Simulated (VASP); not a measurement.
Write the native input for VASP 6.6.1 that does the following.

```
Task                   : single point
Functional             : PBE
Potentials or basis    : VASP PAW PBE potentials, release 64 (K_sv, Br)
Cutoff                 : 500 eV
k mesh                 : 6 × 6 × 6
Occupations            : gaussian, width 0.02 eV
Spin                   : no spin polarisation
Dipole correction      : no
Further INCAR settings : ALGO = Normal; EDIFF = 1e-06; NBANDS = 15
```

The structure of KBr lies in POSCAR:

```
KBr
1.0
    0.0000000000      3.3497786911      3.3497786911
    3.3497786911      0.0000000000      3.3497786911
    3.3497786911      3.3497786911      0.0000000000
K Br
1 1
Direct
    0.0000000000      0.0000000000      0.0000000000
    0.5000000000      0.5000000000      0.5000000000
```

One way to write it, as run:

INCAR

```
SYSTEM = KBr
PREC = Accurate ; ENCUT = 500
EDIFF = 1E-6 ; ISMEAR = 0
SIGMA = 0.02 ; LREAL = .False.
LASPH = .True. ; NELM = 120
ALGO = Normal ; ISIF = 2
LWAVE = .False. ; LCHARG = .False.
GGA = PE ; NBANDS = 15
GGA_COMPAT = .False.
```

KPOINTS

```
regular mesh
0
Gamma
  6 6 6
  0 0 0
```

Potentials or basis: VASP PAW PBE potentials, release 64 (K_sv, Br).

Run with:

```console
$ cat potpaw_PBE.64/K_sv/POTCAR potpaw_PBE.64/Br/POTCAR > POTCAR
$ mpirun -np 1 vasp_std > vasp.out
```

It gave:

```json
{
 "Pressure": "0.1 GPa",
 "Band gap on the k mesh": "4.32 eV, direct"
}
```

Wall time 40 s on 1 thread of Intel Xeon 8259CL (shared host), peak memory 0.21 GiB.
